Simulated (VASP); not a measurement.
A run of VASP 6.6.1 is set up as follows.

The input INCAR:

```
ALGO = Normal
EDIFF = 1E-6
ENCUT = 520
GGA = RE
ISIF = 2
ISMEAR = 0
IVDW = 13
LASPH = True
LCHARG = False
LREAL = False
LWAVE = False
NBANDS = 16
NELM = 80
PREC = Accurate
SIGMA = 0.05
```

KPOINTS

```
k-points
0
Gamma
  8 8 8
```

POSCAR

```
InP
1.0
    0.0000000000      2.9015599385      2.9015599385
    2.9015599385      0.0000000000      2.9015599385
    2.9015599385      2.9015599385      0.0000000000
In P
1 1
Direct
    0.0000000000      0.0000000000      0.0000000000
    0.7500000000      0.7500000000      0.7500000000
```

Potentials or basis: VASP PAW PBE potentials, release 64 (In_d, P).

Launch:

```console
$ cat potpaw_PBE.64/In_d/POTCAR potpaw_PBE.64/P/POTCAR > POTCAR
$ mpirun -np 1 vasp_std > vasp.out
```

Task: What does it give for the band gap on the k mesh?

Result: 0.97 eV, direct.

Task: What does it give for the dispersion energy per atom?

Result: -0.556 eV.

Task: Predict the pressure.

Result: 2.8 GPa.

Caveat: the PAW data sets were made with another functional, which shifts forces and pressure a little; spin-orbit coupling is left out, which moves the levels of the heavy elements.
